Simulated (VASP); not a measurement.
Wanted: the native input for a VASP 6.6.1 run.

- Task: single point
- Functional: PBE
- Potentials or basis: VASP PAW PBE potentials, release 64 (Sn_d, Sb)
- Cutoff: 520 eV
- k mesh: 14 × 14 × 14
- Occupations: gaussian, width 0.1 eV
- Spin: no spin polarisation
- Dipole correction: no
- Further INCAR settings: ALGO = Normal; EDIFF = 1e-06; NBANDS = 22

The structure of SnSb3 lies in POSCAR:

```
SnSb3
1.0
   -2.2464340563      2.2464340563      5.5754471653
    2.2464340563     -2.2464340563      5.5754471653
    2.2464340563      2.2464340563     -5.5754471653
Sn Sb
1 3
Direct
    0.0000000000      0.0000000000      0.0000000000
    0.5000000000      0.5000000000      0.0000000000
    0.2500000000      0.7500000000      0.5000000000
    0.7500000000      0.2500000000      0.5000000000
```

One way to write it, as run:

INCAR

```
ALGO = Normal
EDIFF = 1E-6
ENCUT = 520
GGA = PE
ISIF = 2
ISMEAR = 0
LASPH = T
LCHARG = F
LREAL = F
LWAVE = F
NBANDS = 22
NELM = 100
PREC = Accurate
SIGMA = 0.1
```

KPOINTS

```
k-points
0
Gamma
  14 14 14
```

Potentials or basis: VASP PAW PBE potentials, release 64 (Sn_d, Sb).

Run with:

```bash
$ cat potpaw_PBE.64/Sn_d/POTCAR potpaw_PBE.64/Sb/POTCAR > POTCAR
$ mpirun -np 1 vasp_std > vasp.out
```

It gave:

* Pressure: -0.1 GPa
* Band gap on the k mesh: zero (an odd number of electrons rules out a gap without spin polarisation)

Caveat: spin-orbit coupling is left out, which moves the levels of the heavy elements.

It took 4.4 min on 1 thread of Intel(R) Xeon(R) 6975P-C (Granite Rapids), with other jobs on the host, peak memory 0.72 GiB.
